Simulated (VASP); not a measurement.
## TlBr: relaxation of cell and atoms with PBEsol

The system is TlBr.

```
Tl Br
1.0
     3.98000    0.00000    0.00000
     0.00000    3.98000    0.00000
     0.00000    0.00000    3.98000
Tl Br
1 1
Cartesian
  0.0000 0.0000 0.0000
  1.9900 1.9900 1.9900
```

* Program: VASP 6.6.1
* Task: relaxation of cell and atoms
* Functional: PBEsol
* Potentials or basis: VASP PAW PBE potentials, release 64 (Tl_d, Br)
* Cutoff: 500 eV
* k mesh: 12 × 12 × 12
* Occupations: fermi-dirac, width 0.08 eV
* Spin: no spin polarisation
* Dipole correction: no
* Further INCAR settings: ALGO = Normal; EDIFF = 1e-07; IBRION = 2; EDIFFG = -0.002; NSW = 100; ISIF = 3

| Property | Result |
| --- | --- |
| Relaxed volume | 29.98 Å³/atom |
| Relaxed cell | a = 3.914 Å, b = 3.914 Å, c = 3.914 Å, α = 90.00°, β = 90.00°, γ = 90.00° |
| Space group after relaxing (to 0.1 Å) | Pm-3m (No. 221) |
| Energy gained by relaxing | 6.2 meV/atom |
| Ionic steps | 3 |
| Pressure after relaxing | 0.0 GPa |
| Band gap on the k mesh | 1.59 eV |

The path:
```
step  energy change (eV)  largest force (eV/Å)  pressure (GPa)  volume (Å³)
   1              0.0000                0.0000           -1.21        63.04
   2             -0.0111                0.0000           -0.42        60.90
   3             -0.0124                0.0000           -0.01        59.95
```

Final structure:
```xyz
2
Lattice="3.9138 0.0000 0.0000 0.0000 3.9138 0.0000 0.0000 0.0000 3.9138" Properties=species:S:1:pos:R:3 pbc="T T T"
Tl    0.0000    0.0000    0.0000
Br    1.9569    1.9569    1.9569
```

Levels at points of the mesh, in eV from the valence-band top:
```csv
k point,band 6,band 7,band 8,band 9,band 10,band 11,band 12,band 13,band 14
"(0.00, 0.00, 0.00)",-9.97,-4.85,-1.55,-1.55,-1.55,6.72,6.72,7.34,7.34
"(0.50, 0.00, 0.00)",-9.96,-5.92,-0.98,-0.98,0.00,1.59,5.66,5.66,7.67
"(0.50, 0.50, 0.00)",-9.90,-3.91,-3.35,-3.35,-0.90,4.84,4.84,7.48,7.50
"(0.50, 0.50, 0.50)",-9.90,-2.78,-2.20,-2.20,-2.20,1.81,1.81,1.81,12.96
```

It took 3.3 min on 1 thread of Intel Xeon 8259CL (shared host), peak memory 0.23 GiB.

Caveat: the PAW data sets were made with another functional, which shifts forces and pressure a little; spin-orbit coupling is left out, which moves the levels of the heavy elements. A k mesh can miss the band edges.
